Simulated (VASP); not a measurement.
# ZrC (P6_3/mmc) in VASP: single point with PBE

Aim: the single point of ZrC with PBE.

All numbers are computed with VASP 6.6.1; they aren't measurements. Logs are shortened: lines on timing, memory, paths and dates and some standing lists are left out, and cuts for length are marked.

### 1 The cell of the first run

Symmetry: P6_3/mmc, No. 194, hexagonal system. Conventional cell: a = 3.372 Å, b = 3.372 Å, c = 5.294 Å, α = 90.00°, β = 90.00°, γ = 120.00°. Within 3.1 Å of Zr (site symmetry -6m2) lie 6 C at 2.35 Å. Within 3.1 Å of C (site symmetry -3m) lie 6 Zr at 2.35 Å and 2 C at 2.65 Å.

### 2 Single point, PBE

File INCAR:

```
SYSTEM = ZrC
ALGO = Normal
EDIFF = 1E-7
ENCUT = 520
GGA = PE
ISIF = 2
ISMEAR = 0
LASPH = .True.
LCHARG = .False.
LREAL = .False.
LWAVE = .False.
NBANDS = 24
NELM = 100
PREC = Accurate
SIGMA = 0.1
```

File KPOINTS:

```
k-points
0
Gamma
  21 21 18
  0 0 0
```

File POSCAR:

```
ZrC
1.0
    3.3722805498      0.0000000000      0.0000000000
   -1.6861402749      2.9204806248      0.0000000000
    0.0000000000      0.0000000000      5.2943649991
Zr C
2 2
Direct
    0.0000000000      0.0000000000      0.0000000000
    0.3333333333      0.6666666667      0.5000000000
    0.6666666667      0.3333333333      0.2500000000
    0.6666666667      0.3333333333      0.7500000000
```

Potentials or basis: VASP PAW PBE potentials, release 64 (Zr_sv, C).

The run is started by

```sh
$ cat potpaw_PBE.64/Zr_sv/POTCAR potpaw_PBE.64/C/POTCAR > POTCAR
$ mpirun -np 1 vasp_std > vasp.out
```

OUTCAR:

```text
SYSTEM = ZrC
   EDIFF = 1E-7
   ENCUT = 520
   GGA = PE
   ISIF = 2
   ISMEAR = 0
   LASPH = .True.
   LREAL = .False.
   NELM = 100
   PREC = Accurate

 ion  position               nearest neighbor table
   1  0.000  0.000  0.000-   3 2.35   4 2.35   3 2.35   4 2.35   3 2.35   4 2.35   2 3.29   2 3.29
                             2 3.29   2 3.29   2 3.29   2 3.29
   2  0.333  0.667  0.500-   3 2.35   4 2.35   3 2.35   4 2.35   3 2.35   4 2.35   1 3.29   1 3.29
                             1 3.29   1 3.29   1 3.29   1 3.29
   3  0.667  0.333  0.250-   2 2.35   1 2.35   2 2.35   1 2.35   1 2.35   2 2.35
   4  0.667  0.333  0.750-   2 2.35   1 2.35   2 2.35   1 2.35   1 2.35   2 2.35

  LATTYP: Found a hexagonal cell.
 ALAT       =     3.3722805498
 C/A-ratio  =     1.5699657608

  Lattice vectors:

 A1 = (   3.3722805498,   0.0000000000,   0.0000000000)
 A2 = (  -1.6861402749,   2.9204806248,   0.0000000000)
 A3 = (   0.0000000000,   0.0000000000,   5.2943649991)

Analysis of symmetry for initial positions (statically):
=====================================================================
 Subroutine PRICEL returns:
 Original cell was already a primitive cell.

 Routine SETGRP: Setting up the symmetry group for a
 hexagonal supercell.

 Subroutine GETGRP returns: Found 24 space group operations
 (whereof 12 operations were pure point group operations)
 out of a pool of 24 trial point group operations.

The static configuration has the point symmetry D_3h.
 The point group associated with its full space group is D_6h.

Analysis of symmetry for dynamics (positions and initial velocities):
=====================================================================
 Subroutine PRICEL returns:
 Original cell was already a primitive cell.

 Routine SETGRP: Setting up the symmetry group for a
 hexagonal supercell.

 Subroutine GETGRP returns: Found 24 space group operations
 (whereof 12 operations were pure point group operations)
 out of a pool of 24 trial point group operations.

The dynamic configuration has the point symmetry D_3h.
 The point group associated with its full space group is D_6h.

 Subroutine INISYM returns: Found 24 space group operations
 (whereof 12 operations are pure point group operations),
 and found     1 'primitive' translations

----------------------------------------------------------------------------------------

                                     Primitive cell

  volume of cell :      52.1425

  direct lattice vectors                    reciprocal lattice vectors
     3.372280550  0.000000000  0.000000000     0.296535233  0.171204697  0.000000000
    -1.686140275  2.920480625  0.000000000     0.000000000  0.342409394  0.000000000
     0.000000000  0.000000000  5.294364999     0.000000000  0.000000000  0.188880064

  length of vectors
     3.372280550  3.372280550  5.294364999     0.342409394  0.342409394  0.188880064

  position of ions in fractional coordinates (direct lattice)
     0.000000000  0.000000000  0.000000000
     0.333333333  0.666666667  0.500000000
     0.666666667  0.333333333  0.250000000
     0.666666667  0.333333333  0.750000000

  ion indices of the primitive-cell ions
   primitive index   ion index
                 1           1
                 2           2
                 3           3
                 4           4

----------------------------------------------------------------------------------------

 KPOINTS: k-points

Automatic generation of k-mesh.
 Grid dimensions read from file:
 generate k-points for:   21   21   18

 Generating k-lattice:

  Cartesian coordinates                     Fractional coordinates (reciprocal lattice)
     0.014120725  0.008152605  0.000000000     0.047619048 -0.000000000  0.000000000
     0.000000000  0.016305209  0.000000000     0.000000000  0.047619048  0.000000000
     0.000000000  0.000000000  0.010493337     0.000000000  0.000000000  0.055555556

  Length of vectors
     0.016305209  0.016305209  0.010493337

  Shift w.r.t. Gamma in fractional coordinates (k-lattice)
     0.000000000  0.000000000  0.000000000

 Subroutine IBZKPT returns following result:
 ===========================================

 Found    480 irreducible k-points:

 Following reciprocal coordinates:
            Coordinates               Weight
  0.000000  0.000000  0.000000      1.000000
  0.047619  0.000000  0.000000      6.000000
  0.095238  0.000000  0.000000      6.000000
  0.142857  0.000000  0.000000      6.000000
  0.190476  0.000000  0.000000      6.000000
  0.238095  0.000000  0.000000      6.000000
[... 16 lines left out ...]
  0.142857  0.095238  0.000000     12.000000
  0.190476  0.095238  0.000000     12.000000
 [... further k-points ...]
   k-points           NKPTS =    480   k-points in BZ     NKDIM =    480   number of bands    NBANDS=     24
   number of dos      NEDOS =    301   number of ions     NIONS =      4
   total plane-waves  NPLWV =  31360
   dimension x,y,z NGX =    28 NGY =   28 NGZ =   40
   dimension x,y,z NGXF=    56 NGYF=   56 NGZF=   80
   ions per type =               2   2
   NGX,Y,Z   is equivalent  to a cutoff of  13.80, 13.80, 12.56 a.u.
   NGXF,Y,Z  is equivalent  to a cutoff of  27.61, 27.61, 25.12 a.u.
 SYSTEM =  ZrC
   PREC   = accura    normal or accurate (medium, high low for compatibility)
   ISTART =      0    job   : 0-new  1-cont  2-samecut
   ICHARG =      2    charge: 1-file 2-atom 10-const
   ISPIN  =      1    spin polarized calculation?
   LNONCOLLINEAR =      F non collinear calculations
   LSORBIT =      F    spin-orbit coupling
   LASPH  =      T    aspherical Exc in radial PAW
   ENCUT  =  520.0 eV  38.22 Ry    6.18 a.u.   6.27  6.27  9.84*2*pi/ulx,y,z
   NELM   =    100;   NELMIN=  2; NELMDL= -5     # of ELM steps
   EDIFF  = 0.1E-06   stopping-criterion for ELM
   LREAL  =      F    real-space projection
   EDIFFG = 0.1E-05   stopping-criterion for IOM
   NSW    =      0    number of steps for IOM
   IBRION =     -1    ionic relax: 0-MD 1-quasi-New 2-CG
   NFREE  =      0    steps in history (QN), initial steepest desc. (CG)
   ISIF   =      2    stress and relaxation
   ISYM   =      2    0-nonsym 1-usesym 2-fastsym
   POTIM  = 0.5000    time-step for ionic-motion
   TEBEG  =    0.0;   TEEND  =   0.0 temperature during run
   PSTRESS=    0.0 pullay stress
   NELECT =      32.0000    total number of electrons
   NUPDOWN=      -1.0000    fix difference up-down
   EMIN   =  10.00;   EMAX   =-10.00  energy-range for DOS
   EFERMI =   0.00;   METHOD = LEGACY
   ISMEAR =     0;   SIGMA  =   0.10  broadening in eV -4-tet -1-fermi 0-gaus
   EFERMI_NEDOS =   21; number of points for ismear=-14 and -15
   IALGO  =     38    algorithm
   IMIX   =      4    mixing-type and parameters
     AMIX     =   0.40;   BMIX     =  1.00
     AMIX_MAG =   1.60;   BMIX_MAG =  1.00
  volume/ion in A,a.u.               =      13.04        87.97
  Fermi-wavevector in a.u.,A,eV,Ry     =   1.391215  2.629015 26.333785  1.935479
  Thomas-Fermi vector in A             =   2.515075
   LORBIT       =      0    0 simple, 1 ext, 2 COOP (PROOUT), +10 PAW based schemes
   GGA     = PE    functional components
   LHFCALC =     F    Hartree Fock is set to
   AEXX    =    0.0000 exact exchange contribution
   IVDW    =     0    specifies the selected vdW correction
   LEPSILON=     F    determine dielectric tensor
   LRPA    =     F    only Hartree local field effects (RPA)
 non-spin polarized calculation
 Gauss-broadening in eV      SIGMA  =   0.10
  energy-cutoff  :      520.00
  volume of cell :       52.14
 maximum number of plane-waves:      1430
 NGX is ok and might be reduce to    28
   NGX = 13   NGY = 13   NGZ = 19

 number of electron      32.0000000 magnetization

 Free energy of the ion-electron system (eV)
  ---------------------------------------------------
  ext. energy  EPLUGINS =         0.00000000
  ---------------------------------------------------
  free energy    TOTEN  =       -38.25297518 eV

  energy without entropy =      -38.24961913  energy(sigma->0) =      -38.25129716

 E-fermi :   9.9908     XC(G=0): -12.1151

 val. band max:        9.9903301903   @ k =   0.0476   0.0000   0.1667
 cond. band min:       9.9910710171   @ k =   0.2381   0.1905   0.3333
 fundamental gap:      0.0007408268
 Fermi energy:         9.9907777598

 k-point     1 :       0.0000    0.0000    0.0000
  band No.  band energies     occupation
      1     -38.4608      2.00000
      2     -38.3453      2.00000
      3     -17.0284      2.00000
      4     -16.3032      2.00000
      5     -16.3032      2.00000
      6     -16.2062      2.00000
[... 16 lines left out ...]
     23      14.2928      0.00000
     24      17.2940      0.00000

 k-point     2 :       0.0476    0.0000    0.0000
  band No.  band energies     occupation
      1     -38.4590      2.00000
      2     -38.3446      2.00000
      3     -17.0216      2.00000
      4     -16.3173      2.00000
      5     -16.3088      2.00000
      6     -16.2194      2.00000
[... 16 lines left out ...]
     23      14.4106      0.00000
     24      17.2124      0.00000

 k-point     3 :       0.0952    0.0000    0.0000
  band No.  band energies     occupation
      1     -38.4536      2.00000
      2     -38.3426      2.00000
      3     -17.0016      2.00000
      4     -16.3585      2.00000
      5     -16.3242      2.00000
      6     -16.2571      2.00000
[... 16 lines left out ...]
     23      14.7446      0.00000
     24      16.9417      0.00000
[... 514 lines left out ...]
 k-point    23 :       0.1429    0.0952    0.0000
  band No.  band energies     occupation
      1     -38.4293      2.00000
      2     -38.3345      2.00000
      3     -16.9085      2.00000
      4     -16.5102      2.00000
      5     -16.4737      2.00000
      6     -16.3333      2.00000
[... 16 lines left out ...]
     23      15.4314      0.00000
     24      15.8589      0.00000

 k-point    24 :       0.1905    0.0952    0.0000
  band No.  band energies     occupation
      1     -38.4168      2.00000
      2     -38.3311      2.00000
      3     -16.8580      2.00000
      4     -16.6018      2.00000
      5     -16.5262      2.00000
      6     -16.3740      2.00000
[... 16 lines left out ...]
     23      15.5642      0.00000
     24      15.6069      0.00000

 [... further k-points ...]

------------------------ aborting loop because EDIFF is reached ----------------------------------------

  FORCE on cell =-STRESS in cart. coord.  units (eV):
  Direction    XX          YY          ZZ          XY          YZ          ZX
  --------------------------------------------------------------------------------------
  -------------------------------------------------------------------------------------
  Total        0.0823481      0.0823481      0.0523969      0.0000000      0.0000000      0.0000000
  in kB        2.5302999      2.5302999      1.6099937      0.0000000      0.0000000      0.0000000
  external PRESSURE =       2.2235312 kB  Pullay stress =       0.0000000 kB

 VOLUME and BASIS-vectors are now :
 -----------------------------------------------------------------------------
  energy-cutoff  :      520.00
  volume of cell :       52.14
      direct lattice vectors                 reciprocal lattice vectors
     3.372280550  0.000000000  0.000000000     0.296535233  0.171204697  0.000000000
    -1.686140275  2.920480625  0.000000000     0.000000000  0.342409394  0.000000000
     0.000000000  0.000000000  5.294364999     0.000000000  0.000000000  0.188880064

 POSITION                                       TOTAL-FORCE (eV/Angst)
 -----------------------------------------------------------------------------------
      0.00000      0.00000      0.00000        -0.000000     -0.000000      0.000000
     -0.00000      1.94699      2.64718         0.000000      0.000000      0.000000
      1.68614      0.97349      1.32359        -0.000000     -0.000000      0.000000
      1.68614      0.97349      3.97077         0.000000     -0.000000      0.000000
 -----------------------------------------------------------------------------------
    total drift:                                0.000000     -0.000000     -0.000000

  FREE ENERGIE OF THE ION-ELECTRON SYSTEM (eV)
  ---------------------------------------------------
  free  energy   TOTEN  =       -38.2529751828 eV

  energy  without entropy=      -38.2496191305  energy(sigma->0) =      -38.25129716
```

Run time: 6.6 min. Hardware: 1 thread of Intel Xeon 6975P-C (Granite Rapids), shared host; peak memory 0.58 GiB.

Results:

```yaml
Free_energy: -38.2530 eV
Pressure: 0.2 GPa
Band_gap_on_the_k_mesh: zero (band 16 reaches 10.87 eV, above the bottom of band 17 at 9.60 eV)
```
